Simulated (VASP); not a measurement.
Cd, 1 atom in the cell. It takes space group R-3m (No. 166, trigonal). Conventional cell: a = 3.216 Å, b = 3.216 Å, c = 7.348 Å, α = 90.00°, β = 90.00°, γ = 120.00°. Within 4.0 Å of Cd (site symmetry -3m) lie 12 Cd at 3.07 to 3.22 Å. 

```yaml
Program: VASP 6.6.1
Task: single point
Functional: r2SCAN
Potentials_or_basis: VASP PAW PBE potentials, release 64 (Cd)
Cutoff: 520 eV
k_mesh: 9 × 9 × 9
Occupations: gaussian, width 0.1 eV
Spin: no spin polarisation
Dipole_correction: no
Charge: 0.25
Further_INCAR_settings: ALGO = Normal; EDIFF = 1e-06; NBANDS = 12; NELECT = 11.75
```

Potentials or basis: VASP PAW PBE potentials, release 64 (Cd).

Run with:

```sh
$ cat potpaw_PBE.64/Cd/POTCAR > POTCAR
$ cp INCAR.step1 INCAR
$ mpirun -np 1 vasp_std > vasp.out
$ cp INCAR.step2 INCAR
$ mpirun -np 1 vasp_std > vasp.out
```

Hardware: 1 thread of AMD EPYC 7R13, with other jobs on the host.

Task: How long does it take, and how much memory?

Result: It took 110 s on 1 thread of AMD EPYC 7R13, with other jobs on the host, peak memory 0.12 GiB. Counts: k points 85.
